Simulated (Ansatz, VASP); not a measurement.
# TiAl: VASP beside Ansatz

```
Ti Al
1.0
     2.86726    0.00000    0.00000
    -1.43363    2.48312    0.00000
     0.00000    0.00000    4.67808
Ti Al
1 1
Direct
  0.00000 0.00000 0.00000
  0.33333 0.66667 0.50000
```

Alike in both runs: task single point; functional PBE; k mesh 6 × 6 × 4; occupations gaussian, width 0.1 eV; no spin polarisation.

```csv
,VASP,Ansatz
version,VASP 6.6.1,Ansatz 0.2.0
potentials or method,"VASP PAW PBE potentials, release 64 (Ti_sv, Al), cutoff 520 eV","scalar-relativistic, plane waves, PAW"
valence electrons in the cell,15,15
```

|  | VASP | Ansatz | Ansatz less VASP |
| --- | --- | --- | --- |
| gap on the k mesh at the Fermi level (eV) | none | none | - |
| pressure (GPa) | 0.1 | 0.2 | +0.07 |
| traceless stress, the component that is largest in VASP (GPa) | -0.65 | -0.70 | -0.053 |

A gap of «none» marks a metal or a gap that the smearing closes.

The k mesh is coarse, so the values compare programs but aren't converged.
